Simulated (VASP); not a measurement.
Set up this calculation in VASP 6.6.1, as the native input.

```yaml
Task: single point
Functional: PBE
Potentials_or_basis: VASP PAW PBE potentials, release 64 (Rb_sv, V_sv, S)
Cutoff: 520 eV
k_mesh: 4 × 4 × 4
Occupations: gaussian, width 0.1 eV
Spin: collinear spin, ferromagnetic start
Starting_moments: "[0.0, 2.0, 0.0, 0.0, 0.0] μB"
Dipole_correction: no
Further_INCAR_settings: ALGO = Normal; EDIFF = 1e-06; NBANDS = 32
```

The structure of RbVS3 lies in POSCAR:

```
RbVS3
1.0
    4.7308394600      0.0000000000      0.0000000000
    0.0000000000      4.7308394600      0.0000000000
    0.0000000000      0.0000000000      4.7308394600
Rb V S
1 1 3
Direct
    0.0000000000      0.0000000000      0.0000000000
    0.5000000000      0.5000000000      0.5000000000
    0.5000000000      0.5000000000      0.0000000000
    0.0000000000      0.5000000000      0.5000000000
    0.5000000000      0.0000000000      0.5000000000
```

The cell was generated, and may not be a known phase.

The input as run:

INCAR

```
  ALGO = Normal
  EDIFF = 1E-6
  ENCUT = 520
  GGA = PE
  ISIF = 2
  ISMEAR = 0
  ISPIN = 2
  LASPH = T
  LCHARG = T
  LELF = T
  LMAXMIX = 4
  LORBIT = 11
  LREAL = F
  LVHAR = T
  LWAVE = F
  MAGMOM = 0 2 0 0 0
  NBANDS = 32
  NELM = 150
  PREC = Accurate
  SIGMA = 0.1
```

KPOINTS

```
k-points
0
Gamma
  4 4 4
```

Potentials or basis: VASP PAW PBE potentials, release 64 (Rb_sv, V_sv, S).

The run is started by

```sh
$ cat potpaw_PBE.64/Rb_sv/POTCAR potpaw_PBE.64/V_sv/POTCAR potpaw_PBE.64/S/POTCAR > POTCAR
$ mpirun -np 1 vasp_std > vasp.out
```

Results of the run:

| Item | Value |
| --- | --- |
| Pressure | -0.6 GPa |
| Band gap on the k mesh | zero (filled and empty bands overlap) |
| Net moment | 0.00 μB per cell |
| Valence electrons inside the program's atomic spheres | Rb 7.33; V 11.36; S 3.70 |

Caveat: the moments typed at the start vanished in this run.

It took 31 s on 1 thread of Intel(R) Xeon(R) 6975P-C (Granite Rapids), with other jobs on the host, peak memory 0.26 GiB.
